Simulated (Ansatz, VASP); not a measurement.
## Mg: VASP beside Ansatz

```xyz
1
Lattice="-1.7369 1.7369 1.4943 1.7369 -1.7369 1.4943 1.7369 1.7369 -1.4943" Properties=species:S:1:pos:R:3 pbc="T T T"
Mg    0.0000    0.0000    0.0000
```

Alike in both runs: task single point; functional PBEsol; k mesh 18 × 18 × 18; occupations gaussian, width 0.15 eV; no spin polarisation.

|  | VASP | Ansatz |
| --- | --- | --- |
| version | VASP 6.6.1 | Ansatz 0.2.0 |
| potentials or method | VASP PAW PBE potentials, release 64 (Mg), cutoff 520 eV | scalar-relativistic, plane waves, PAW |
| valence electrons in the cell | 2 | 10 |

Ansatz gave:

* gap on the k mesh at the Fermi level (eV): none
* pressure (GPa): 13.0
* traceless stress, the component that is largest in VASP (GPa): 2.92

Problem. Which values does VASP return?

Solution. gap on the k mesh at the Fermi level (eV): none; pressure (GPa): 13.1; traceless stress, the component that is largest in VASP (GPa): 2.97.

VASP's potentials were made for PBE, not for PBEsol. A gap of «none» marks a metal or a gap that the smearing closes. With one functional, cell and mesh, what is left measures potentials, basis and numerics. VASP's potentials hold 2 valence electrons a cell and Ansatz's 10, so a difference there can come from the potentials and not from the codes.
